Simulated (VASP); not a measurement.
# MgS (Niningerite) (Fm-3m) in VASP: a series of runs

MgS (Niningerite) is run at these levels: PBE; tasks: single point, relaxation of the atoms.

Everything below comes from runs of VASP 6.6.1. Logs are shortened: lines on timing, memory, paths and dates and some standing lists are left out, and cuts for length are marked.

## 1. The cell of the first run

It takes space group Fm-3m (No. 225, cubic). The conventional cell has a = 5.203 Å, b = 5.203 Å, c = 5.203 Å, α = 90.00°, β = 90.00°, γ = 90.00°. Mg (site symmetry m-3m) has 6 S at 2.60 Å within 3.4 Å. Within 3.4 Å of S (site symmetry m-3m) lie 6 Mg at 2.60 Å.

## 2. Single point, PBE

Contents of INCAR:

```
PREC = Accurate
ENCUT = 520
EDIFF = 1E-6
ISMEAR = -1
SIGMA = 0.02
LREAL = F
LASPH = T
NELM = 80
ALGO = Normal
ISIF = 2
LWAVE = F
LCHARG = T
GGA = PE
LELF = T
LVHAR = T
NBANDS = 11
```

Contents of KPOINTS:

```
Automatic mesh
0
Gamma
  9 9 9
```

Contents of POSCAR:

```
MgS
1.0
    0.0000000000      2.6016500000      2.6016500000
    2.6016500000      0.0000000000      2.6016500000
    2.6016500000      2.6016500000      0.0000000000
Mg S
1 1
Direct
    0.0000000000      0.0000000000      0.0000000000
    0.5000000000      0.5000000000      0.5000000000
```

Potentials or basis: VASP PAW PBE potentials, release 64 (Mg, S).

The run is started by

```
$ cat potpaw_PBE.64/Mg/POTCAR potpaw_PBE.64/S/POTCAR > POTCAR
$ mpirun -np 1 vasp_std > vasp.out
```

OUTCAR:

```text
PREC = Accurate
   ENCUT = 520
   EDIFF = 1E-6
   ISMEAR = -1
   LREAL = F
   LASPH = T
   NELM = 80
   ISIF = 2
   GGA = PE

 ion  position               nearest neighbor table
   1  0.000  0.000  0.000-   2 2.60   2 2.60   2 2.60   2 2.60   2 2.60   2 2.60
   2  0.500  0.500  0.500-   1 2.60   1 2.60   1 2.60   1 2.60   1 2.60   1 2.60

  LATTYP: Found a face centered cubic cell.
 ALAT       =     5.2033000000

  Lattice vectors:

 A1 = (   0.0000000000,   2.6016500000,   2.6016500000)
 A2 = (   2.6016500000,   0.0000000000,   2.6016500000)
 A3 = (   2.6016500000,   2.6016500000,   0.0000000000)

Analysis of symmetry for initial positions (statically):
=====================================================================
 Subroutine PRICEL returns:
 Original cell was already a primitive cell.

 Routine SETGRP: Setting up the symmetry group for a
 face centered cubic supercell.

 Subroutine GETGRP returns: Found 48 space group operations
 (whereof 48 operations were pure point group operations)
 out of a pool of 48 trial point group operations.

The static configuration has the point symmetry O_h .

Analysis of symmetry for dynamics (positions and initial velocities):
=====================================================================
 Subroutine PRICEL returns:
 Original cell was already a primitive cell.

 Routine SETGRP: Setting up the symmetry group for a
 face centered cubic supercell.

 Subroutine GETGRP returns: Found 48 space group operations
 (whereof 48 operations were pure point group operations)
 out of a pool of 48 trial point group operations.

The dynamic configuration has the point symmetry O_h .

 Subroutine INISYM returns: Found 48 space group operations
 (whereof 48 operations are pure point group operations),
 and found     1 'primitive' translations

----------------------------------------------------------------------------------------

                                     Primitive cell

  volume of cell :      35.2190

  direct lattice vectors                    reciprocal lattice vectors
     0.000000000  2.601650000  2.601650000    -0.192185728  0.192185728  0.192185728
     2.601650000  0.000000000  2.601650000     0.192185728 -0.192185728  0.192185728
     2.601650000  2.601650000  0.000000000     0.192185728  0.192185728 -0.192185728

  length of vectors
     3.679288715  3.679288715  3.679288715     0.332875446  0.332875446  0.332875446

  position of ions in fractional coordinates (direct lattice)
     0.000000000  0.000000000  0.000000000
     0.500000000  0.500000000  0.500000000

  ion indices of the primitive-cell ions
   primitive index   ion index
                 1           1
                 2           2

----------------------------------------------------------------------------------------

 KPOINTS: Automatic mesh

Automatic generation of k-mesh.
 Grid dimensions read from file:
 generate k-points for:    9    9    9

 Generating k-lattice:

  Cartesian coordinates                     Fractional coordinates (reciprocal lattice)
    -0.021353970  0.021353970  0.021353970     0.111111111  0.000000000  0.000000000
     0.021353970 -0.021353970  0.021353970     0.000000000  0.111111111  0.000000000
     0.021353970  0.021353970 -0.021353970     0.000000000  0.000000000  0.111111111

  Length of vectors
     0.036986161  0.036986161  0.036986161

  Shift w.r.t. Gamma in fractional coordinates (k-lattice)
     0.000000000  0.000000000  0.000000000

 Subroutine IBZKPT returns following result:
 ===========================================

 Found     35 irreducible k-points:

 Following reciprocal coordinates:
            Coordinates               Weight
  0.000000  0.000000  0.000000      1.000000
  0.111111  0.000000  0.000000      8.000000
  0.222222  0.000000  0.000000      8.000000
  0.333333  0.000000  0.000000      8.000000
  0.444444  0.000000  0.000000      8.000000
  0.111111  0.111111  0.000000      6.000000
[... 16 lines left out ...]
 -0.333333  0.333333  0.000000     12.000000
  0.444444  0.444444  0.000000      6.000000
 [... further k-points ...]
   k-points           NKPTS =     35   k-points in BZ     NKDIM =     35   number of bands    NBANDS=     11
   number of dos      NEDOS =    301   number of ions     NIONS =      2
   total plane-waves  NPLWV =  21952
   dimension x,y,z NGX =    28 NGY =   28 NGZ =   28
   dimension x,y,z NGXF=    56 NGYF=   56 NGZF=   56
   ions per type =               1   1
   NGX,Y,Z   is equivalent  to a cutoff of  12.65, 12.65, 12.65 a.u.
   NGXF,Y,Z  is equivalent  to a cutoff of  25.30, 25.30, 25.30 a.u.
 SYSTEM =  unknown system
   PREC   = accura    normal or accurate (medium, high low for compatibility)
   ISTART =      0    job   : 0-new  1-cont  2-samecut
   ICHARG =      2    charge: 1-file 2-atom 10-const
   ISPIN  =      1    spin polarized calculation?
   LNONCOLLINEAR =      F non collinear calculations
   LSORBIT =      F    spin-orbit coupling
   LASPH  =      T    aspherical Exc in radial PAW
   ENCUT  =  520.0 eV  38.22 Ry    6.18 a.u.   6.84  6.84  6.84*2*pi/ulx,y,z
   NELM   =     80;   NELMIN=  2; NELMDL= -5     # of ELM steps
   EDIFF  = 0.1E-05   stopping-criterion for ELM
   LREAL  =      F    real-space projection
[... 7 lines left out ...]
   TEBEG  =    0.0;   TEEND  =   0.0 temperature during run
   PSTRESS=    0.0 pullay stress
   NELECT =       8.0000    total number of electrons
   NUPDOWN=      -1.0000    fix difference up-down
   EMIN   =  10.00;   EMAX   =-10.00  energy-range for DOS
   EFERMI =   0.00;   METHOD = LEGACY
   ISMEAR =    -1;   SIGMA  =   0.02  broadening in eV -4-tet -1-fermi 0-gaus
   EFERMI_NEDOS =   21; number of points for ismear=-14 and -15
   IALGO  =     38    algorithm
   IMIX   =      4    mixing-type and parameters
     AMIX     =   0.40;   BMIX     =  1.00
     AMIX_MAG =   1.60;   BMIX_MAG =  1.00
  volume/ion in A,a.u.               =      17.61       118.83
  Fermi-wavevector in a.u.,A,eV,Ry     =   0.998878  1.887606 13.575323  0.997758
  Thomas-Fermi vector in A             =   2.131131
   LORBIT       =      0    0 simple, 1 ext, 2 COOP (PROOUT), +10 PAW based schemes
   GGA     = PE    functional components
   LHFCALC =     F    Hartree Fock is set to
   AEXX    =    0.0000 exact exchange contribution
   IVDW    =     0    specifies the selected vdW correction
   LEPSILON=     F    determine dielectric tensor
   LRPA    =     F    only Hartree local field effects (RPA)
 non-spin polarized calculation
  energy-cutoff  :      520.00
  volume of cell :       35.22
 maximum number of plane-waves:       958
   NGX = 13   NGY = 13   NGZ = 13

 number of electron       8.0000000 magnetization

 Free energy of the ion-electron system (eV)
  ---------------------------------------------------
  ext. energy  EPLUGINS =         0.00000000
  ---------------------------------------------------
  free energy    TOTEN  =        -8.50202859 eV

  energy without entropy =       -8.50202859  energy(sigma->0) =       -8.50202859

 E-fermi :   4.1011     XC(G=0):  -9.6883

 val. band max:        3.7250049859   @ k =   0.0000   0.0000   0.0000
 cond. band min:       6.6304625085   @ k =   0.4444   0.4444   0.0000
 fundamental gap:      2.9054575226
 Fermi energy:         4.1011304617

 k-point     1 :       0.0000    0.0000    0.0000
  band No.  band energies     occupation
      1      -8.9418      2.00000
      2       3.7250      2.00000
      3       3.7250      2.00000
      4       3.7250      2.00000
      5       7.4352      0.00000
      6      11.6798      0.00000
      7      11.6798      0.00000
      8      11.6798      0.00000
      9      14.0749      0.00000
     10      14.0749      0.00000
     11      16.2633      0.00000

 k-point     2 :       0.1111    0.0000    0.0000
  band No.  band energies     occupation
      1      -8.8219      2.00000
      2       2.8604      2.00000
      3       3.6439      2.00000
      4       3.6439      2.00000
      5       8.1168      0.00000
      6      11.3910      0.00000
      7      11.8946      0.00000
      8      11.8946      0.00000
      9      13.5118      0.00000
     10      13.5118      0.00000
     11      16.4977      0.00000

 k-point     3 :       0.2222    0.0000    0.0000
  band No.  band energies     occupation
      1      -8.4894      2.00000
      2       1.3041      2.00000
      3       3.4553      2.00000
      4       3.4553      2.00000
      5       8.6953      0.00000
      6      11.7124      0.00000
      7      11.7124      0.00000
      8      11.7328      0.00000
      9      13.7125      0.00000
     10      13.7125      0.00000
     11      15.7877      0.00000

 k-point     4 :       0.3333    0.0000    0.0000
  band No.  band energies     occupation
      1      -8.0423      2.00000
      2      -0.1140      2.00000
      3       3.2645      2.00000
      4       3.2645      2.00000
      5       8.5087      0.00000
      6      11.0648      0.00000
      7      11.0648      0.00000
      8      13.0702      0.00000
      9      15.2395      0.00000
     10      15.2395      0.00000
     11      15.2838      0.00000

 k-point     5 :       0.4444    0.0000    0.0000
  band No.  band energies     occupation
      1      -7.6901      2.00000
      2      -0.9838      2.00000
      3       3.1509      2.00000
      4       3.1509      2.00000
      5       8.3020      0.00000
      6      10.6822      0.00000
      7      10.6822      0.00000
      8      13.7999      0.00000
      9      15.6896      0.00000
     10      17.3169      0.00000
     11      17.3169      0.00000

 k-point     6 :       0.1111    0.1111    0.0000
  band No.  band energies     occupation
      1      -8.7824      2.00000
      2       2.8874      2.00000
      3       3.4626      2.00000
      4       3.4626      2.00000
      5       8.3918      0.00000
      6      10.8831      0.00000
      7      12.2168      0.00000
      8      12.2168      0.00000
      9      12.5089      0.00000
     10      14.2822      0.00000
     11      17.3490      0.00000

 k-point     7 :       0.2222    0.1111    0.0000
  band No.  band energies     occupation
      1      -8.5216      2.00000
      2       1.7245      2.00000
      3       3.2133      2.00000
      4       3.2894      2.00000
      5       9.1079      0.00000
      6      10.6096      0.00000
      7      11.3954      0.00000
      8      12.4729      0.00000
      9      13.1751      0.00000
     10      14.4709      0.00000
     11      16.9705      0.00000

 k-point     8 :       0.3333    0.1111    0.0000
  band No.  band energies     occupation
      1      -8.1101      2.00000
      2       0.3559      2.00000
      3       3.0125      2.00000
      4       3.0195      2.00000
      5       9.0540      0.00000
      6      10.5841      0.00000
      7      11.6799      0.00000
      8      11.8948      0.00000
      9      14.5989      0.00000
     10      15.7805      0.00000
     11      16.4544      0.00000
[... 141 lines left out ...]
 k-point    19 :      -0.2222    0.2222    0.0000
  band No.  band energies     occupation
      1      -7.8952      2.00000
      2       0.2558      2.00000
      3       1.7695      2.00000
      4       3.2525      2.00000
      5       9.8020      0.00000
      6      11.0161      0.00000
      7      11.3022      0.00000
      8      11.5904      0.00000
      9      13.7291      0.00000
     10      18.1234      0.00000
     11      18.5229      0.00000

 k-point    20 :       0.3333    0.3333    0.0000
  band No.  band energies     occupation
      1      -7.7713      2.00000
      2       0.3260      2.00000
      3       2.3777      2.00000
      4       2.3777      2.00000
      5       7.6080      0.00000
      6       8.6776      0.00000
      7      13.4623      0.00000
      8      15.1492      0.00000
      9      15.1492      0.00000
     10      15.7090      0.00000
     11      20.6040      0.00000

 k-point    21 :       0.4444    0.3333    0.0000
  band No.  band energies     occupation
      1      -7.4882      2.00000
      2      -0.0970      2.00000
      3       1.8477      2.00000
      4       2.2564      2.00000
      5       7.3409      0.00000
      6       8.8577      0.00000
      7      13.8206      0.00000
      8      14.4818      0.00000
      9      16.3612      0.00000
     10      17.6439      0.00000
     11      20.4198      0.00000

 k-point    22 :      -0.4444    0.3333    0.0000
  band No.  band energies     occupation
      1      -7.3050      2.00000
      2      -0.1486      2.00000
      3       0.9454      2.00000
      4       2.3332      2.00000
      5       7.5776      0.00000
      6      10.0595      0.00000
      7      13.5459      0.00000
      8      13.6452      0.00000
      9      16.1394      0.00000
     10      17.8847      0.00000
     11      20.2466      0.00000

 k-point    23 :      -0.3333    0.3333    0.0000
  band No.  band energies     occupation
      1      -7.3344      2.00000
      2       0.0999      2.00000
      3       0.4069      2.00000
      4       2.5884      2.00000
      5       8.1560      0.00000
      6      11.4442      0.00000
      7      12.6336      0.00000
      8      12.9753      0.00000
      9      15.4547      0.00000
     10      16.1778      0.00000
     11      20.4241      0.00000

 k-point    24 :       0.4444    0.4444    0.0000
  band No.  band energies     occupation
      1      -7.3314      2.00000
      2      -0.3721      2.00000
      3       2.0815      2.00000
      4       2.0815      2.00000
      5       6.6305      0.00000
      6       8.1832      0.00000
      7      15.3721      0.00000
      8      16.4282      0.00000
      9      16.7273      0.00000
     10      16.7273      0.00000
     11      19.9795      0.00000

 [... further k-points ...]
[... 5 lines left out ...]
  --------------------------------------------------------------------------------------
  -------------------------------------------------------------------------------------
  Total        0.1887753      0.1887753      0.1887753      0.0000000      0.0000000     -0.0000000
  in kB        8.5877432      8.5877432      8.5877432      0.0000000      0.0000000     -0.0000000
  external PRESSURE =       8.5877432 kB  Pullay stress =       0.0000000 kB

 VOLUME and BASIS-vectors are now :
 -----------------------------------------------------------------------------
  energy-cutoff  :      520.00
  volume of cell :       35.22
      direct lattice vectors                 reciprocal lattice vectors
     0.000000000  2.601650000  2.601650000    -0.192185728  0.192185728  0.192185728
     2.601650000  0.000000000  2.601650000     0.192185728 -0.192185728  0.192185728
     2.601650000  2.601650000  0.000000000     0.192185728  0.192185728 -0.192185728

 POSITION                                       TOTAL-FORCE (eV/Angst)
 -----------------------------------------------------------------------------------
      0.00000      0.00000      0.00000         0.000000     -0.000000      0.000000
      2.60165      2.60165      2.60165        -0.000000      0.000000     -0.000000
 -----------------------------------------------------------------------------------
    total drift:                                0.000000      0.000000      0.000000

  FREE ENERGIE OF THE ION-ELECTRON SYSTEM (eV)
  ---------------------------------------------------
  free  energy   TOTEN  =        -8.5020285918 eV

  energy  without entropy=       -8.5020285918  energy(sigma->0) =       -8.50202859
```

Wall time 13 s (1 thread of Intel Xeon 6975P-C (Granite Rapids), shared host); peak memory 0.15 GiB.

What came out:

| Quantity | Value |
| --- | --- |
| Free energy | -8.5020 eV |
| Pressure | 0.9 GPa |
| Band gap on the k mesh | 2.91 eV, indirect (least direct gap 3.71 eV) |

Levels at points of the mesh, in eV from the valence-band top:
| k point | band 2 | band 3 | band 4 | band 5 | band 6 | band 7 |
| --- | --- | --- | --- | --- | --- | --- |
| (0.00, 0.00, 0.00) | 0.00 | 0.00 | 0.00 | 3.71 | 7.95 | 7.95 |

## 3. Relaxation of the atoms, PBE

Contents of INCAR:

```
ALGO = Normal
EDIFF = 1E-6
EDIFFG = -0.02
ENCUT = 520
GGA = PE
IBRION = 2
ISIF = 2
ISMEAR = -1
LASPH = True
LCHARG = False
LREAL = False
LWAVE = False
NELM = 60
NSW = 80
PREC = Accurate
SIGMA = 0.02
```

Contents of KPOINTS:

```
k-points
0
Gamma
  9 9 9
```

POSCAR is that of step 2.

Potentials or basis: VASP PAW PBE potentials, release 64 (Mg, S).

The run is started by

```
$ cat potpaw_PBE.64/Mg/POTCAR potpaw_PBE.64/S/POTCAR > POTCAR
$ mpirun -np 1 vasp_std > vasp.out
```

Wall time 8.1 s (1 thread of Intel Xeon 6975P-C (Granite Rapids), shared host); peak memory 0.15 GiB.

Results (log left out):

```
Free energy             : -8.5020 eV
Pressure after relaxing : 0.9 GPa
Band gap on the k mesh  : 2.91 eV, indirect (least direct gap 3.71 eV)
```

Final structure:
```
Mg S
1.0
     0.00000    2.60165    2.60165
     2.60165    0.00000    2.60165
     2.60165    2.60165    0.00000
Mg S
1 1
Direct
  0.00000 0.00000 0.00000
  0.50000 0.50000 0.50000
```

Levels at points of the mesh, in eV from the valence-band top:
| k point | band 1 | band 2 | band 3 | band 4 | band 5 | band 6 | band 7 | band 8 |
| --- | --- | --- | --- | --- | --- | --- | --- | --- |
| (0.00, 0.00, 0.00) | -12.67 | 0.00 | 0.00 | 0.00 | 3.71 | 7.95 | 7.95 | 7.95 |

Caveat: the relaxation stopped at its first step, so nothing moved.
